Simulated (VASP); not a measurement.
# MnO (P6_3mc) in VASP: single point with PBEsol

Aim: the single point of MnO with PBEsol.

Program: VASP 6.6.1. These are calculated values, not measurements. Logs are shortened: lines on timing, memory, paths and dates and some standing lists are left out, and cuts for length are marked.

### 1 The cell of the first run

It takes space group P6_3mc (No. 186, hexagonal). Conventional cell: a = 3.439 Å, b = 3.439 Å, c = 5.386 Å, α = 90.00°, β = 90.00°, γ = 120.00°. Mn (site symmetry 3m) has 4 O at 1.96 to 2.12 Å within 2.6 Å. Within 2.6 Å of O (site symmetry 3m) lie 4 Mn at 1.96 to 2.12 Å.

### 2 Single point, PBEsol, collinear spin, ferromagnetic start (equal xx and yy strain of +2 %)

Contents of INCAR:

```
PREC = Accurate
ENCUT = 520
EDIFF = 1E-6
ISMEAR = -1
SIGMA = 0.05
LREAL = F
LASPH = T
NELM = 150
ALGO = Normal
ISIF = 2
LWAVE = F
LCHARG = T
ISPIN = 2
MAGMOM = 4 4 0 0
LORBIT = 11
LMAXMIX = 4
GGA = PS
LELF = T
LVHAR = T
NBANDS = 31
```

Contents of KPOINTS:

```
Automatic mesh
0
Gamma
  14 14 8
```

Contents of POSCAR:

```
MnO
1.0
    3.4391349479      0.0000000000      0.0000000000
   -1.7195674739      2.9783782319      0.0000000000
    0.0000000000      0.0000000000      5.3855000000
Mn O
2 2
Direct
    0.3333333333      0.6666666667      0.0109600000
    0.6666666667      0.3333333333      0.5109600000
    0.3333333333      0.6666666667      0.3754700000
    0.6666666667      0.3333333333      0.8754700000
```

Potentials or basis: VASP PAW PBE potentials, release 64 (Mn_pv, O).

Command:

```sh
> cat potpaw_PBE.64/Mn_pv/POTCAR potpaw_PBE.64/O/POTCAR > POTCAR
> mpirun -np 1 vasp_std > vasp.out
```

OUTCAR:

```text
PREC = Accurate
   ENCUT = 520
   EDIFF = 1E-6
   ISMEAR = -1
   LREAL = F
   LASPH = T
   NELM = 150
   ISIF = 2
   ISPIN = 2
   LORBIT = 11
   GGA = PS

 ion  position               nearest neighbor table
   1  0.333  0.667  0.011-   3 1.96   4 2.12   4 2.12   4 2.12
   2  0.667  0.333  0.511-   4 1.96   3 2.12   3 2.12   3 2.12
   3  0.333  0.667  0.375-   1 1.96   2 2.12   2 2.12   2 2.12
   4  0.667  0.333  0.875-   2 1.96   1 2.12   1 2.12   1 2.12

  LATTYP: Found a hexagonal cell.
 ALAT       =     3.4391349479
 C/A-ratio  =     1.5659461119

  Lattice vectors:

 A1 = (   3.4391349479,   0.0000000000,   0.0000000000)
 A2 = (  -1.7195674739,   2.9783782319,   0.0000000000)
 A3 = (   0.0000000000,   0.0000000000,   5.3855000000)

Analysis of symmetry for initial positions (statically):
=====================================================================
 Subroutine PRICEL returns:
 Original cell was already a primitive cell.

 Routine SETGRP: Setting up the symmetry group for a
 hexagonal supercell.

 Subroutine GETGRP returns: Found 12 space group operations
 (whereof  6 operations were pure point group operations)
 out of a pool of 24 trial point group operations.

The static configuration has the point symmetry C_3v.
 The point group associated with its full space group is C_6v.

Analysis of symmetry for dynamics (positions and initial velocities):
=====================================================================
 Subroutine PRICEL returns:
 Original cell was already a primitive cell.

 Routine SETGRP: Setting up the symmetry group for a
 hexagonal supercell.

 Subroutine GETGRP returns: Found 12 space group operations
 (whereof  6 operations were pure point group operations)
 out of a pool of 24 trial point group operations.

The dynamic configuration has the point symmetry C_3v.
 The point group associated with its full space group is C_6v.

Analysis of structural, dynamic, and magnetic symmetry:
=====================================================================
 Subroutine PRICEL returns:
 Original cell was already a primitive cell.

 Routine SETGRP: Setting up the symmetry group for a
 hexagonal supercell.

 Subroutine GETGRP returns: Found 12 space group operations
 (whereof  6 operations were pure point group operations)
 out of a pool of 24 trial point group operations.

The overall configuration has the point symmetry C_3v.
 The point group associated with its full space group is C_6v.

 Subroutine INISYM returns: Found 12 space group operations
 (whereof  6 operations are pure point group operations),
 and found     1 'primitive' translations

----------------------------------------------------------------------------------------

                                     Primitive cell

  volume of cell :      55.1639

  direct lattice vectors                    reciprocal lattice vectors
     3.439134948  0.000000000  0.000000000     0.290770794  0.167876596  0.000000000
    -1.719567474  2.978378232  0.000000000     0.000000000  0.335753193  0.000000000
     0.000000000  0.000000000  5.385500000     0.000000000  0.000000000  0.185683781

  length of vectors
     3.439134948  3.439134948  5.385500000     0.335753193  0.335753193  0.185683781

  position of ions in fractional coordinates (direct lattice)
     0.333333333  0.666666667  0.010960000
     0.666666667  0.333333333  0.510960000
     0.333333333  0.666666667  0.375470000
     0.666666667  0.333333333  0.875470000

  ion indices of the primitive-cell ions
   primitive index   ion index
                 1           1
                 2           2
                 3           3
                 4           4

----------------------------------------------------------------------------------------

 KPOINTS: Automatic mesh

Automatic generation of k-mesh.
 Grid dimensions read from file:
 generate k-points for:   14   14    8

 Generating k-lattice:

  Cartesian coordinates                     Fractional coordinates (reciprocal lattice)
     0.020769342  0.011991185  0.000000000     0.071428571  0.000000000  0.000000000
     0.000000000  0.023982371  0.000000000     0.000000000  0.071428571  0.000000000
     0.000000000  0.000000000  0.023210473     0.000000000  0.000000000  0.125000000

  Length of vectors
     0.023982371  0.023982371  0.023210473

  Shift w.r.t. Gamma in fractional coordinates (k-lattice)
     0.000000000  0.000000000  0.000000000

 Subroutine IBZKPT returns following result:
 ===========================================

 Found    120 irreducible k-points:

 Following reciprocal coordinates:
            Coordinates               Weight
  0.000000  0.000000  0.000000      1.000000
  0.071429  0.000000  0.000000      6.000000
  0.142857  0.000000  0.000000      6.000000
  0.214286  0.000000  0.000000      6.000000
  0.285714 -0.000000  0.000000      6.000000
  0.357143 -0.000000  0.000000      6.000000
[... 16 lines left out ...]
  0.285714  0.285714  0.000000      6.000000
  0.357143  0.285714  0.000000      6.000000
 [... further k-points ...]
   k-points           NKPTS =    120   k-points in BZ     NKDIM =    120   number of bands    NBANDS=     31
   number of dos      NEDOS =    301   number of ions     NIONS =      4
   total plane-waves  NPLWV =  31360
   dimension x,y,z NGX =    28 NGY =   28 NGZ =   40
   dimension x,y,z NGXF=    56 NGYF=   56 NGZF=   80
   ions per type =               2   2
   NGX,Y,Z   is equivalent  to a cutoff of  13.54, 13.54, 12.35 a.u.
   NGXF,Y,Z  is equivalent  to a cutoff of  27.07, 27.07, 24.70 a.u.
 SYSTEM =  unknown system
   PREC   = accura    normal or accurate (medium, high low for compatibility)
   ISTART =      0    job   : 0-new  1-cont  2-samecut
   ICHARG =      2    charge: 1-file 2-atom 10-const
   ISPIN  =      2    spin polarized calculation?
   LNONCOLLINEAR =      F non collinear calculations
   LSORBIT =      F    spin-orbit coupling
   LASPH  =      T    aspherical Exc in radial PAW
   ENCUT  =  520.0 eV  38.22 Ry    6.18 a.u.   6.39  6.39 10.01*2*pi/ulx,y,z
   NELM   =    150;   NELMIN=  2; NELMDL= -5     # of ELM steps
   EDIFF  = 0.1E-05   stopping-criterion for ELM
   LREAL  =      F    real-space projection
   EDIFFG = 0.1E-04   stopping-criterion for IOM
   NSW    =      0    number of steps for IOM
   IBRION =     -1    ionic relax: 0-MD 1-quasi-New 2-CG
   NFREE  =      0    steps in history (QN), initial steepest desc. (CG)
   ISIF   =      2    stress and relaxation
   ISYM   =      2    0-nonsym 1-usesym 2-fastsym
   POTIM  = 0.5000    time-step for ionic-motion
   TEBEG  =    0.0;   TEEND  =   0.0 temperature during run
   PSTRESS=    0.0 pullay stress
   NELECT =      38.0000    total number of electrons
   NUPDOWN=      -1.0000    fix difference up-down
   EMIN   =  10.00;   EMAX   =-10.00  energy-range for DOS
   EFERMI =   0.00;   METHOD = LEGACY
   ISMEAR =    -1;   SIGMA  =   0.05  broadening in eV -4-tet -1-fermi 0-gaus
   EFERMI_NEDOS =   21; number of points for ismear=-14 and -15
   IALGO  =     38    algorithm
   IMIX   =      4    mixing-type and parameters
     AMIX     =   0.40;   BMIX     =  1.00
     AMIX_MAG =   1.60;   BMIX_MAG =  1.00
  volume/ion in A,a.u.               =      13.79        93.07
  Fermi-wavevector in a.u.,A,eV,Ry     =   1.445831  2.732225 28.442007  2.090429
  Thomas-Fermi vector in A             =   2.563969
   LORBIT       =     11    0 simple, 1 ext, 2 COOP (PROOUT), +10 PAW based schemes
   GGA     = PS    functional components
   LHFCALC =     F    Hartree Fock is set to
   AEXX    =    0.0000 exact exchange contribution
   IVDW    =     0    specifies the selected vdW correction
   LEPSILON=     F    determine dielectric tensor
   LRPA    =     F    only Hartree local field effects (RPA)
 spin polarized calculation
  energy-cutoff  :      520.00
  volume of cell :       55.16
 maximum number of plane-waves:      1510
 NGX is ok and might be reduce to    28
   NGX = 13   NGY = 13   NGZ = 21

 number of electron      38.0000011 magnetization      10.0011739

 number of electron      38.0000011 magnetization       9.9953922

 Free energy of the ion-electron system (eV)
  ---------------------------------------------------
  ext. energy  EPLUGINS =         0.00000000
  ---------------------------------------------------
  free energy    TOTEN  =       -34.21466869 eV

  energy without entropy =      -34.21231815  energy(sigma->0) =      -34.21349342

 E-fermi :   5.2820     XC(G=0): -10.6160

 val. band max:        5.2348948965   @ k =   0.0000   0.0000   0.0000
 cond. band min:       5.3120228796   @ k =   0.0000   0.0000   0.1250
 fundamental gap:      0.0771279831
 Fermi energy:         5.2819757027

 spin component 1

 k-point     1 :       0.0000    0.0000    0.0000
  band No.  band energies     occupation
      1     -45.1196      1.00000
      2     -45.1196      1.00000
      3     -45.1139      1.00000
      4     -45.1139      1.00000
      5     -45.1085      1.00000
      6     -45.0749      1.00000
[... 23 lines left out ...]
     30      17.3405      0.00000
     31      17.3903      0.00000
[... 751 lines left out ...]
      1     -45.1329      1.00000
      2     -45.1304      1.00000
      3     -45.1302      1.00000
      4     -45.1227      1.00000
      5     -45.0906      1.00000
      6     -45.0879      1.00000
[... 23 lines left out ...]
     30      14.6861      0.00000
     31      14.9255      0.00000

 [... further k-points ...]

 spin component 2

 k-point     1 :       0.0000    0.0000    0.0000
  band No.  band energies     occupation
      1     -40.4530      1.00000
      2     -40.4298      1.00000
      3     -40.4298      1.00000
      4     -40.4224      1.00000
      5     -40.4224      1.00000
      6     -40.4078      1.00000
[... 23 lines left out ...]
     30      18.4558      0.00000
     31      18.8978      0.00000
[... 751 lines left out ...]
      1     -40.4478      1.00000
      2     -40.4454      1.00000
      3     -40.4447      1.00000
      4     -40.4337      1.00000
      5     -40.4281      1.00000
      6     -40.4246      1.00000
[... 23 lines left out ...]
     30      16.2546      0.00000
     31      16.5338      0.00000

 [... further k-points ...]
[... 5 lines left out ...]
  --------------------------------------------------------------------------------------
  -------------------------------------------------------------------------------------
  Total       -2.0994345     -2.0994345      1.0556532     -0.0000000      0.0000000      0.0000000
  in kB      -60.9758431    -60.9758431     30.6603259     -0.0000000      0.0000000      0.0000000
  external PRESSURE =     -30.4304534 kB  Pullay stress =       0.0000000 kB

 VOLUME and BASIS-vectors are now :
 -----------------------------------------------------------------------------
  energy-cutoff  :      520.00
  volume of cell :       55.16
      direct lattice vectors                 reciprocal lattice vectors
     3.439134948  0.000000000  0.000000000     0.290770794  0.167876596  0.000000000
    -1.719567474  2.978378232  0.000000000     0.000000000  0.335753193  0.000000000
     0.000000000  0.000000000  5.385500000     0.000000000  0.000000000  0.185683781

 POSITION                                       TOTAL-FORCE (eV/Angst)
 -----------------------------------------------------------------------------------
     -0.00000      1.98559      0.05903        -0.000000     -0.000000     -0.712877
      1.71957      0.99279      2.75178         0.000000      0.000000     -0.712877
     -0.00000      1.98559      2.02209         0.000000     -0.000000      0.712877
      1.71957      0.99279      4.71484        -0.000000      0.000000      0.712877
 -----------------------------------------------------------------------------------
    total drift:                                0.000000      0.000001      0.003051

  FREE ENERGIE OF THE ION-ELECTRON SYSTEM (eV)
  ---------------------------------------------------
  free  energy   TOTEN  =       -34.2146686939 eV

  energy  without entropy=      -34.2123181548  energy(sigma->0) =      -34.21349342

 total charge

# of ion       s       p       d       tot
------------------------------------------
    1        0.237   6.219   4.939  11.395
    2        0.237   6.219   4.939  11.395
    3        1.550   3.425   0.000   4.975
    4        1.550   3.425   0.000   4.975
--------------------------------------------------
tot          3.575  19.287   9.877  32.740

 magnetization (x)

# of ion       s       p       d       tot
------------------------------------------
    1        0.038   0.059   4.316   4.414
    2        0.038   0.059   4.316   4.414
    3        0.019   0.171   0.000   0.190
    4        0.019   0.171   0.000   0.190
--------------------------------------------------
tot          0.115   0.461   8.633   9.208
```

It took 4.7 min on 1 thread of Intel Xeon Platinum 8488C (Sapphire Rapids), shared host; peak memory 0.4 GiB.

What came out:

```yaml
Free_energy: -34.2147 eV
Pressure: -3.0 GPa
Largest_force: 0.713 eV/Å
Band_gap_on_the_k_mesh: zero (filled and empty bands overlap)
Net_moment: 10.00 μB per cell
Site_moments: Mn +4.41; O +0.19 μB
Valence_electrons_inside_the_program's_atomic_spheres: Mn 11.39; O 4.97
```

Forces on the atoms (eV/Å):
```
Mn   0.000  0.000 -0.713
Mn   0.000  0.000 -0.713
O    0.000  0.000  0.713
O    0.000  0.000  0.713
```

Stress tensor (GPa, compression positive):
```
-6.10  0.00  0.00
 0.00 -6.10  0.00
 0.00  0.00  3.07
```

Caveat: the cell differs from its parent crystal (equal xx and yy strain of +2 %); the stress differs along the axes, from -6 to 3 GPa; the PAW data sets were made with another functional, which shifts forces and pressure a little; semilocal functionals often make such compounds metallic where correlation or magnetic order opens a gap, which also shifts bond lengths; the run started ferromagnetic, and an antiferromagnetic order may lie lower in energy.

The gap in the log of VASP goes by the Fermi energy; the results here count the filled bands.